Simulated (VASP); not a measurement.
HPt3: relaxation of the atoms with PBEsol

System: HPt3, a slab with vacuum.

```
CELL_PARAMETERS angstrom
2.77040 0.00000 0.00000
0.00000 2.77040 0.00000
0.00000 0.00000 19.29783
ATOMIC_POSITIONS crystal
Pt 0.50000 0.50000 0.20728
Pt 0.00000 0.00000 0.30571
Pt 0.50000 0.50000 0.40408
H 0.50000 0.83333 0.47034
```

- Program: VASP 6.6.1
- Task: relaxation of the atoms
- Functional: PBEsol
- Potentials or basis: VASP PAW PBE potentials, release 64 (Pt, H)
- Cutoff: 520 eV
- k mesh: 10 × 10 × 1
- Occupations: gaussian, width 0.1 eV
- Spin: no spin polarisation
- Dipole correction: yes
- Atoms held fixed (from 0): [0, 1, 2]
- Further INCAR settings: ALGO = Normal; EDIFF = 1e-06; IBRION = 2; EDIFFG = -0.025; NSW = 36
- Atoms held along some axes (from 0): atom 3 along a and b

```json
{"Energy gained by relaxing": "0.6 meV/atom", "Ionic steps": "3", "Band gap on the k mesh": "zero (an odd number of electrons rules out a gap without spin polarisation)"}
```

The path:
```tsv
step	energy change (eV)	largest force on free atoms (eV/Å)	pressure (GPa)
1	0.0000	0.2371	-1.14
2	-0.0019	0.0945	-1.25
3	-0.0023	0.0002	-1.33
```

Final structure:
```
CELL_PARAMETERS angstrom
2.77040 0.00000 0.00000
0.00000 2.77040 0.00000
0.00000 0.00000 19.29783
ATOMIC_POSITIONS crystal
Pt 0.50000 0.50000 0.20728
Pt 0.00000 0.00000 0.30571
Pt 0.50000 0.50000 0.40408
H 0.50000 0.83333 0.47134
```

Levels at points of the mesh, in eV from the Fermi level:
| k point | band 12 | band 13 | band 14 | band 15 | band 16 | band 17 | band 18 | band 19 |
| --- | --- | --- | --- | --- | --- | --- | --- | --- |
| (0.00, 0.00, 0.00) | -1.60 | -1.48 | -1.47 | -0.53 | -0.01 | 0.03 | 0.08 | 1.25 |
| (0.50, 0.00, 0.00) | -1.95 | -1.17 | -0.33 | -0.14 | 0.41 | 0.86 | 1.70 | 2.00 |
| (0.00, 0.50, 0.00) | -1.23 | -0.93 | -0.35 | -0.21 | -0.06 | 1.47 | 1.62 | 2.68 |
| (0.50, 0.50, 0.00) | -0.41 | 0.36 | 0.56 | 0.96 | 1.77 | 3.45 | 5.16 | 7.26 |

Wall time 5.1 min on 1 thread of Intel(R) Xeon(R) Platinum 8259CL CPU @ 2.50GHz (Skylake/Cascade Lake), with other jobs on the host, peak memory 0.33 GiB.

Caveat: the PAW data sets were made with another functional, which shifts forces and pressure a little; spin-orbit coupling is left out, which moves the levels of the heavy elements.
